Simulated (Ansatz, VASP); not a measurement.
## ZrF3 in VASP and in Ansatz

```
Zr F
1.0
     3.09026    0.00000    0.00000
     0.00000    3.09026    0.00000
     0.00000    0.00000    4.44383
Zr F
1 3
Direct
  0.00000 0.00000 0.00000
  0.50000 0.50000 0.76487
  0.00000 0.00000 0.50000
  0.50000 0.50000 0.23513
```

Change from the starting cell: species swapped into the VFe3 type (Cmmm, No. 65).

Alike in both runs: functional PBE; k mesh 6 × 6 × 4; occupations gaussian, width 0.1 eV; no spin polarisation.

Ansatz relaxed the structure, and its values are those at the end. VASP's run is a single point on that final structure, the one shown.

|  | VASP | Ansatz |
| --- | --- | --- |
| version | VASP 6.6.1 | Ansatz 0.2.0 |
| potentials or method | VASP PAW PBE potentials, release 64 (Zr_sv, F), cutoff 520 eV | scalar-relativistic, plane waves, PAW |
| valence electrons in the cell | 33 | 33 |

VASP gave:

| Property | Result |
| --- | --- |
| gap on the k mesh at the Fermi level (eV) | none |
| pressure (GPa) | 0.0 |
| rms of the force components (eV/Å) | 0.014 |

Task: Estimate Ansatz's values.

Result: gap on the k mesh at the Fermi level (eV): none; pressure (GPa): 0.0; rms of the force components (eV/Å): 0.013.

A gap of «none» marks a metal or a gap that the smearing closes. The functional is the same, so the differences come from potentials, cutoffs and numerics.
